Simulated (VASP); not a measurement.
# Ti3Ag (P4/mmm) in VASP: notebook, part 2 of 3

VASP 6.6.1. Earlier steps stand in the parts before.

### 3 Electric field gradients, LDA (16.97 Å³/atom)

This run uses another cell than the first one, of 16.97 Å³/atom.

Input file INCAR:

```
SYSTEM = Ti3Ag
ALGO     = Normal         ! electronic algorithm
EDIFF    = 1E-8           ! SCF threshold, eV
ENCUT    = 520            ! plane-wave cutoff, eV
ISIF     = 2              ! what is computed and relaxed
ISMEAR   = -1             ! smearing method
LASPH    = .TRUE.         ! aspherical terms in the spheres
LCHARG   = .FALSE.        ! write CHGCAR
LEFG     = .TRUE.       
LREAL    = .FALSE.        ! projectors in reciprocal space
LWAVE    = .FALSE.        ! write WAVECAR
NBANDS   = 32             ! bands
NELM     = 100            ! most SCF steps
PREC     = Accurate       ! precision mode
SIGMA    = 0.08           ! smearing width, eV
```

Input file KPOINTS:

```
k-points
0
G
  9 9 9
  0 0 0
```

Input file POSCAR:

```
Ti3Ag
1.0
    4.1588984821      0.0000000000      0.0000000000
    0.0000000000      4.1588984821      0.0000000000
    0.0000000000      0.0000000000      3.9234891341
Ti Ag
3 1
Direct
    0.0000000000      0.5000000000      0.5000000000
    0.5000000000      0.0000000000      0.5000000000
    0.5000000000      0.5000000000      0.0000000000
    0.0000000000      0.0000000000      0.0000000000
```

Potentials or basis: VASP PAW LDA potentials, release 64 (Ti_sv, Ag).

The run is started by

```bash
cat potpaw_LDA.64/Ti_sv/POTCAR potpaw_LDA.64/Ag/POTCAR > POTCAR
mpirun -np 1 vasp_std > vasp.out
```

OUTCAR:

```text
SYSTEM = Ti3Ag
   EDIFF = 1E-8
   ENCUT = 520
   ISIF = 2
   ISMEAR = -1
   LASPH = .TRUE.
   LREAL = .FALSE.
   NELM = 100
   PREC = Accurate

 ion  position               nearest neighbor table
   1  0.000  0.500  0.500-   3 2.86   4 2.86   3 2.86   4 2.86   4 2.86   4 2.86   3 2.86   3 2.86

   2  0.500  0.000  0.500-   3 2.86   4 2.86   3 2.86   4 2.86   3 2.86   3 2.86   4 2.86   4 2.86

   3  0.500  0.500  0.000-   1 2.86   2 2.86   1 2.86   2 2.86   2 2.86   2 2.86   1 2.86   1 2.86
                             4 2.94   4 2.94   4 2.94   4 2.94
   4  0.000  0.000  0.000-   1 2.86   2 2.86   1 2.86   2 2.86   1 2.86   1 2.86   2 2.86   2 2.86
                             3 2.94   3 2.94   3 2.94   3 2.94

  LATTYP: Found a simple tetragonal cell.
 ALAT       =     4.1588984821
 C/A-ratio  =     0.9433962264

  Lattice vectors:

 A1 = (   4.1588984821,   0.0000000000,   0.0000000000)
 A2 = (   0.0000000000,   4.1588984821,   0.0000000000)
 A3 = (   0.0000000000,   0.0000000000,   3.9234891341)

Analysis of symmetry for initial positions (statically):
=====================================================================
 Subroutine PRICEL returns:
 Original cell was already a primitive cell.

 Routine SETGRP: Setting up the symmetry group for a
 simple tetragonal supercell.

 Subroutine GETGRP returns: Found 16 space group operations
 (whereof 16 operations were pure point group operations)
 out of a pool of 16 trial point group operations.

The static configuration has the point symmetry D_4h.

Analysis of symmetry for dynamics (positions and initial velocities):
=====================================================================
 Subroutine PRICEL returns:
 Original cell was already a primitive cell.

 Routine SETGRP: Setting up the symmetry group for a
 simple tetragonal supercell.

 Subroutine GETGRP returns: Found 16 space group operations
 (whereof 16 operations were pure point group operations)
 out of a pool of 16 trial point group operations.

The dynamic configuration has the point symmetry D_4h.

 Subroutine INISYM returns: Found 16 space group operations
 (whereof 16 operations are pure point group operations),
 and found     1 'primitive' translations

----------------------------------------------------------------------------------------

                                     Primitive cell

  volume of cell :      67.8624

  direct lattice vectors                    reciprocal lattice vectors
     4.158898482  0.000000000  0.000000000     0.240448283  0.000000000  0.000000000
     0.000000000  4.158898482  0.000000000     0.000000000  0.240448283  0.000000000
     0.000000000  0.000000000  3.923489134     0.000000000  0.000000000  0.254875180

  length of vectors
     4.158898482  4.158898482  3.923489134     0.240448283  0.240448283  0.254875180

  position of ions in fractional coordinates (direct lattice)
     0.000000000  0.500000000  0.500000000
     0.500000000  0.000000000  0.500000000
     0.500000000  0.500000000  0.000000000
     0.000000000  0.000000000  0.000000000

  ion indices of the primitive-cell ions
   primitive index   ion index
                 1           1
[... 85 lines left out ...]
   PSTRESS=    0.0 pullay stress
   NELECT =      47.0000    total number of electrons
   NUPDOWN=      -1.0000    fix difference up-down
   EMIN   =  10.00;   EMAX   =-10.00  energy-range for DOS
   EFERMI =   0.00;   METHOD = LEGACY
   ISMEAR =    -1;   SIGMA  =   0.08  broadening in eV -4-tet -1-fermi 0-gaus
   EFERMI_NEDOS =   21; number of points for ismear=-14 and -15
   IALGO  =     38    algorithm
   IMIX   =      4    mixing-type and parameters
     AMIX     =   0.40;   BMIX     =  1.00
     AMIX_MAG =   1.60;   BMIX_MAG =  1.00
  volume/ion in A,a.u.               =      16.97       114.49
  Fermi-wavevector in a.u.,A,eV,Ry     =   1.448431  2.737137 28.544367  2.097952
  Thomas-Fermi vector in A             =   2.566273
   LORBIT       =      0    0 simple, 1 ext, 2 COOP (PROOUT), +10 PAW based schemes
   GGA     = CA    functional components
   LHFCALC =     F    Hartree Fock is set to
   AEXX    =    0.0000 exact exchange contribution
   IVDW    =     0    specifies the selected vdW correction
   LEPSILON=     F    determine dielectric tensor
   LRPA    =     F    only Hartree local field effects (RPA)
 non-spin polarized calculation
  energy-cutoff  :      520.00
  volume of cell :       67.86
 maximum number of plane-waves:      1846
 NGX is ok and might be reduce to    32
   NGX = 15   NGY = 15   NGZ = 15

 number of electron      46.9999997 magnetization

 Free energy of the ion-electron system (eV)
  ---------------------------------------------------
  ext. energy  EPLUGINS =         0.00000000
  ---------------------------------------------------
  free energy    TOTEN  =       -29.17128489 eV

  energy without entropy =      -29.01746092  energy(sigma->0) =      -29.09437290

 E-fermi :   8.3069     XC(G=0): -12.0823

 val. band max:        8.3002386762   @ k =   0.3333   0.2222   0.1111
 cond. band min:       8.3082419699   @ k =   0.4444   0.3333   0.3333
 fundamental gap:      0.0080032937
 Fermi energy:         8.3069488402

 k-point     1 :       0.0000    0.0000    0.0000
  band No.  band energies     occupation
      1     -47.7338      2.00000
      2     -47.6283      2.00000
      3     -47.5293      2.00000
      4     -24.5414      2.00000
      5     -24.5414      2.00000
      6     -24.5177      2.00000
[... 829 lines left out ...]
     31      10.5834      0.00000
     32      10.7455      0.00000

 [... further k-points ...]
[... 5 lines left out ...]
  --------------------------------------------------------------------------------------
  -------------------------------------------------------------------------------------
  Total       -3.6227394     -3.6227394     -2.7048760      0.0000000     -0.0000000      0.0000000
  in kB      -85.5300211    -85.5300211    -63.8599901      0.0000000     -0.0000000      0.0000000
  external PRESSURE =     -78.3066775 kB  Pullay stress =       0.0000000 kB

 VOLUME and BASIS-vectors are now :
 -----------------------------------------------------------------------------
  energy-cutoff  :      520.00
  volume of cell :       67.86
      direct lattice vectors                 reciprocal lattice vectors
     4.158898482  0.000000000  0.000000000     0.240448283  0.000000000  0.000000000
     0.000000000  4.158898482  0.000000000     0.000000000  0.240448283  0.000000000
     0.000000000  0.000000000  3.923489134     0.000000000  0.000000000  0.254875180

 POSITION                                       TOTAL-FORCE (eV/Angst)
 -----------------------------------------------------------------------------------
      0.00000      2.07945      1.96174         0.000000      0.000000      0.000000
      2.07945      0.00000      1.96174         0.000000      0.000000      0.000000
      2.07945      2.07945      0.00000         0.000000      0.000000      0.000000
      0.00000      0.00000      0.00000         0.000000      0.000000      0.000000
 -----------------------------------------------------------------------------------
    total drift:                                0.000000     -0.000000     -0.000000

  FREE ENERGIE OF THE ION-ELECTRON SYSTEM (eV)
  ---------------------------------------------------
  free  energy   TOTEN  =       -29.1712848896 eV

  energy  without entropy=      -29.0174609170  energy(sigma->0) =      -29.09437290

 Electric field gradients (V/A^2)
---------------------------------------------------------------------
 ion       V_xx      V_yy      V_zz      V_xy      V_xz      V_yz
---------------------------------------------------------------------
   1       2.546    -1.918    -0.628    -0.000    -0.000    -0.000
   2      -1.918     2.546    -0.628    -0.000    -0.000     0.000
   3       3.420     3.420    -6.840     0.000    -0.000     0.000
   4      -1.200    -1.200     2.399    -0.000     0.000     0.000
---------------------------------------------------------------------

 Electric field gradients after diagonalization (V/A^2)
 (convention: |V_zz| > |V_xx| > |V_yy|)
----------------------------------------------------------------------
 ion       V_xx      V_yy      V_zz     asymmetry (V_yy - V_xx)/ V_zz
----------------------------------------------------------------------
   1      -1.918    -0.628     2.546       0.507
   2      -1.918    -0.628     2.546       0.507
   3       3.420     3.420    -6.840       0.000
   4      -1.200    -1.200     2.399       0.000
----------------------------------------------------------------------

           NMR quadrupolar parameters

 Cq : quadrupolar parameter    Cq=e*Q*V_zz/h
 eta: asymmetry parameters     (V_yy - V_xx)/ V_zz
 Q  : nuclear electric quadrupole moment in mb (millibarn)
----------------------------------------------------------------------
 ion       Cq(MHz)       eta       Q (mb)
----------------------------------------------------------------------
   1       0.006       0.507       1.000
   2       0.006       0.507       1.000
   3      -0.017       0.000       1.000
   4       0.006       0.000       1.000
----------------------------------------------------------------------
```

It took 3.8 min on 1 thread of Intel Xeon 8259CL, shared host; peak memory 0.26 GiB.

What came out:

```
Free energy                             : -29.1713 eV
Pressure                                : -7.8 GPa
Band gap on the k mesh                  : zero (an odd number of electrons rules out a gap without spin polarisation)
Largest electric field gradient by atom : Ti +2.5, -6.8 (each value once); Ag +2.4 V/Å²
```

Electric field gradients, principal values (V/Å²):
| atom | least | middle | greatest (by size) |
| --- | --- | --- | --- |
| 1 Ti | -0.628 | -1.918 | 2.546 |
| 2 Ti | -0.628 | -1.918 | 2.546 |
| 3 Ti | 3.420 | 3.420 | -6.840 |
| 4 Ag | -1.200 | -1.200 | 2.399 |

Caveat: the cell stands under tension; without QUAD_EFG the Cq values of the log hold for a quadrupole moment of 1 mb, not for the nuclei.

### 4 Electric field gradients, LDA (16.97 Å³/atom)

This run uses another cell than the first one, of 16.97 Å³/atom.

Input file INCAR:

```
SYSTEM = Ti3Ag
PREC = Accurate
ENCUT = 520
EDIFF = 1E-8
ISMEAR = -1
SIGMA = 0.08
LREAL = .FALSE.
LASPH = .TRUE.
NELM = 80
ALGO = Normal
ISIF = 2
LWAVE = .FALSE.
LCHARG = .FALSE.
GGA = CA
LEFG = .TRUE.
NBANDS = 32
```

Input file KPOINTS:

```
Automatic mesh
0
G
  9 9 9
  0 0 0
```

POSCAR is that of step 3.

Potentials or basis: VASP PAW LDA potentials, release 64 (Ti_sv, Ag).

The run is started by

```bash
cat potpaw_LDA.64/Ti_sv/POTCAR potpaw_LDA.64/Ag/POTCAR > POTCAR
mpirun -np 1 vasp_std > vasp.out
```

OUTCAR:

```text
SYSTEM = Ti3Ag
   PREC = Accurate
   ENCUT = 520
   EDIFF = 1E-8
   ISMEAR = -1
   LREAL = .FALSE.
   LASPH = .TRUE.
   NELM = 80
   ISIF = 2
   GGA = CA

 ion  position               nearest neighbor table
   1  0.000  0.500  0.500-   3 2.86   4 2.86   3 2.86   4 2.86   4 2.86   4 2.86   3 2.86   3 2.86

   2  0.500  0.000  0.500-   3 2.86   4 2.86   3 2.86   4 2.86   3 2.86   3 2.86   4 2.86   4 2.86

   3  0.500  0.500  0.000-   1 2.86   2 2.86   1 2.86   2 2.86   2 2.86   2 2.86   1 2.86   1 2.86
                             4 2.94   4 2.94   4 2.94   4 2.94
   4  0.000  0.000  0.000-   1 2.86   2 2.86   1 2.86   2 2.86   1 2.86   1 2.86   2 2.86   2 2.86
                             3 2.94   3 2.94   3 2.94   3 2.94

  LATTYP: Found a simple tetragonal cell.
 ALAT       =     4.1588984821
 C/A-ratio  =     0.9433962264

  Lattice vectors:

 A1 = (   4.1588984821,   0.0000000000,   0.0000000000)
 A2 = (   0.0000000000,   4.1588984821,   0.0000000000)
 A3 = (   0.0000000000,   0.0000000000,   3.9234891341)

Analysis of symmetry for initial positions (statically):
=====================================================================
 Subroutine PRICEL returns:
 Original cell was already a primitive cell.

 Routine SETGRP: Setting up the symmetry group for a
 simple tetragonal supercell.

 Subroutine GETGRP returns: Found 16 space group operations
 (whereof 16 operations were pure point group operations)
 out of a pool of 16 trial point group operations.

The static configuration has the point symmetry D_4h.

Analysis of symmetry for dynamics (positions and initial velocities):
=====================================================================
 Subroutine PRICEL returns:
 Original cell was already a primitive cell.

 Routine SETGRP: Setting up the symmetry group for a
 simple tetragonal supercell.

 Subroutine GETGRP returns: Found 16 space group operations
 (whereof 16 operations were pure point group operations)
 out of a pool of 16 trial point group operations.

The dynamic configuration has the point symmetry D_4h.

 Subroutine INISYM returns: Found 16 space group operations
 (whereof 16 operations are pure point group operations),
 and found     1 'primitive' translations

----------------------------------------------------------------------------------------

                                     Primitive cell

  volume of cell :      67.8624

  direct lattice vectors                    reciprocal lattice vectors
     4.158898482  0.000000000  0.000000000     0.240448283  0.000000000  0.000000000
     0.000000000  4.158898482  0.000000000     0.000000000  0.240448283  0.000000000
     0.000000000  0.000000000  3.923489134     0.000000000  0.000000000  0.254875180

  length of vectors
     4.158898482  4.158898482  3.923489134     0.240448283  0.240448283  0.254875180

  position of ions in fractional coordinates (direct lattice)
     0.000000000  0.500000000  0.500000000
     0.500000000  0.000000000  0.500000000
     0.500000000  0.500000000  0.000000000
[... 89 lines left out ...]
   TEBEG  =    0.0;   TEEND  =   0.0 temperature during run
   PSTRESS=    0.0 pullay stress
   NELECT =      47.0000    total number of electrons
   NUPDOWN=      -1.0000    fix difference up-down
   EMIN   =  10.00;   EMAX   =-10.00  energy-range for DOS
   EFERMI =   0.00;   METHOD = LEGACY
   ISMEAR =    -1;   SIGMA  =   0.08  broadening in eV -4-tet -1-fermi 0-gaus
   EFERMI_NEDOS =   21; number of points for ismear=-14 and -15
   IALGO  =     38    algorithm
   IMIX   =      4    mixing-type and parameters
     AMIX     =   0.40;   BMIX     =  1.00
     AMIX_MAG =   1.60;   BMIX_MAG =  1.00
  volume/ion in A,a.u.               =      16.97       114.49
  Fermi-wavevector in a.u.,A,eV,Ry     =   1.448431  2.737137 28.544367  2.097952
  Thomas-Fermi vector in A             =   2.566273
   LORBIT       =      0    0 simple, 1 ext, 2 COOP (PROOUT), +10 PAW based schemes
   GGA     = CA    functional components
   LHFCALC =     F    Hartree Fock is set to
   AEXX    =    0.0000 exact exchange contribution
   IVDW    =     0    specifies the selected vdW correction
   LEPSILON=     F    determine dielectric tensor
   LRPA    =     F    only Hartree local field effects (RPA)
 non-spin polarized calculation
  energy-cutoff  :      520.00
  volume of cell :       67.86
 maximum number of plane-waves:      1846
 NGX is ok and might be reduce to    32
   NGX = 15   NGY = 15   NGZ = 15

 number of electron      46.9999997 magnetization

 Free energy of the ion-electron system (eV)
  ---------------------------------------------------
  ext. energy  EPLUGINS =         0.00000000
  ---------------------------------------------------
  free energy    TOTEN  =       -29.17128489 eV

  energy without entropy =      -29.01746092  energy(sigma->0) =      -29.09437290

 E-fermi :   8.3069     XC(G=0): -12.0823

 val. band max:        8.3002386762   @ k =   0.3333   0.2222   0.1111
 cond. band min:       8.3082419699   @ k =   0.4444   0.3333   0.3333
 fundamental gap:      0.0080032937
 Fermi energy:         8.3069488402

 k-point     1 :       0.0000    0.0000    0.0000
  band No.  band energies     occupation
      1     -47.7338      2.00000
      2     -47.6283      2.00000
      3     -47.5293      2.00000
      4     -24.5414      2.00000
      5     -24.5414      2.00000
      6     -24.5177      2.00000
[... 829 lines left out ...]
     31      10.5834      0.00000
     32      10.7455      0.00000

 [... further k-points ...]
[... 5 lines left out ...]
  --------------------------------------------------------------------------------------
  -------------------------------------------------------------------------------------
  Total       -3.6227394     -3.6227394     -2.7048760      0.0000000     -0.0000000      0.0000000
  in kB      -85.5300211    -85.5300211    -63.8599901      0.0000000     -0.0000000      0.0000000
  external PRESSURE =     -78.3066775 kB  Pullay stress =       0.0000000 kB

 VOLUME and BASIS-vectors are now :
 -----------------------------------------------------------------------------
  energy-cutoff  :      520.00
  volume of cell :       67.86
      direct lattice vectors                 reciprocal lattice vectors
     4.158898482  0.000000000  0.000000000     0.240448283  0.000000000  0.000000000
     0.000000000  4.158898482  0.000000000     0.000000000  0.240448283  0.000000000
     0.000000000  0.000000000  3.923489134     0.000000000  0.000000000  0.254875180

 POSITION                                       TOTAL-FORCE (eV/Angst)
 -----------------------------------------------------------------------------------
      0.00000      2.07945      1.96174         0.000000      0.000000      0.000000
      2.07945      0.00000      1.96174         0.000000      0.000000      0.000000
      2.07945      2.07945      0.00000         0.000000      0.000000      0.000000
      0.00000      0.00000      0.00000         0.000000      0.000000      0.000000
 -----------------------------------------------------------------------------------
    total drift:                                0.000000     -0.000000     -0.000000

  FREE ENERGIE OF THE ION-ELECTRON SYSTEM (eV)
  ---------------------------------------------------
  free  energy   TOTEN  =       -29.1712848896 eV

  energy  without entropy=      -29.0174609170  energy(sigma->0) =      -29.09437290

 Electric field gradients (V/A^2)
---------------------------------------------------------------------
 ion       V_xx      V_yy      V_zz      V_xy      V_xz      V_yz
---------------------------------------------------------------------
   1       2.546    -1.918    -0.628    -0.000    -0.000    -0.000
   2      -1.918     2.546    -0.628    -0.000    -0.000     0.000
   3       3.420     3.420    -6.840     0.000    -0.000     0.000
   4      -1.200    -1.200     2.399    -0.000     0.000     0.000
---------------------------------------------------------------------

 Electric field gradients after diagonalization (V/A^2)
 (convention: |V_zz| > |V_xx| > |V_yy|)
----------------------------------------------------------------------
 ion       V_xx      V_yy      V_zz     asymmetry (V_yy - V_xx)/ V_zz
----------------------------------------------------------------------
   1      -1.918    -0.628     2.546       0.507
   2      -1.918    -0.628     2.546       0.507
   3       3.420     3.420    -6.840       0.000
   4      -1.200    -1.200     2.399       0.000
----------------------------------------------------------------------

           NMR quadrupolar parameters

 Cq : quadrupolar parameter    Cq=e*Q*V_zz/h
 eta: asymmetry parameters     (V_yy - V_xx)/ V_zz
 Q  : nuclear electric quadrupole moment in mb (millibarn)
----------------------------------------------------------------------
 ion       Cq(MHz)       eta       Q (mb)
----------------------------------------------------------------------
   1       0.006       0.507       1.000
   2       0.006       0.507       1.000
   3      -0.017       0.000       1.000
   4       0.006       0.000       1.000
----------------------------------------------------------------------
```

Wall time 3.6 min (1 thread of Intel Xeon 8259CL, shared host); peak memory 0.26 GiB.

What came out:

| Item | Value |
| --- | --- |
| Free energy | -29.1713 eV |
| Pressure | -7.8 GPa |
| Band gap on the k mesh | zero (an odd number of electrons rules out a gap without spin polarisation) |
| Largest electric field gradient by atom | Ti +2.5, -6.8 (each value once); Ag +2.4 V/Å² |

Electric field gradients, principal values (V/Å²):
```tsv
atom	least	middle	greatest (by size)
1 Ti	-0.628	-1.918	2.546
2 Ti	-0.628	-1.918	2.546
3 Ti	3.420	3.420	-6.840
4 Ag	-1.200	-1.200	2.399
```

Caveat: the cell stands under tension; without QUAD_EFG the Cq values of the log hold for a quadrupole moment of 1 mb, not for the nuclei.

[end of part 2 of 3]
